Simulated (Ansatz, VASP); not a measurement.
**One calculation of CdTe, two programs**

```
CELL_PARAMETERS angstrom
3.15169 0.00000 0.00000
-1.57584 2.72944 0.00000
0.00000 0.00000 6.59402
ATOMIC_POSITIONS crystal
Cd 0.00000 0.00000 0.00000
Te 0.00000 0.00000 0.50000
```

Alike in both runs: functional PBE; k mesh 6 × 6 × 4; occupations gaussian, width 0.2 eV; no spin polarisation.

Ansatz relaxed the structure, and its values are those at the end. VASP's run is a single point on that final structure, the one shown.

|  | VASP | Ansatz |
| --- | --- | --- |
| version | VASP 6.6.1 | Ansatz 0.2.0 |
| potentials or method | VASP PAW PBE potentials, release 64 (Cd, Te), cutoff 500 eV | scalar-relativistic, plane waves, PAW |
| valence electrons in the cell | 18 | 36 |

|  | VASP | Ansatz | Ansatz less VASP |
| --- | --- | --- | --- |
| gap on the k mesh at the Fermi level (eV) | none | none | - |
| pressure (GPa) | 0.2 | 0.2 | -0.04 |

A gap of «none» marks a metal or a gap that the smearing closes. VASP's potentials hold 18 valence electrons a cell and Ansatz's 36, so a difference there can come from the potentials and not from the codes.

The k mesh is coarse, so the values compare programs but aren't converged. Spin-orbit coupling is off throughout.
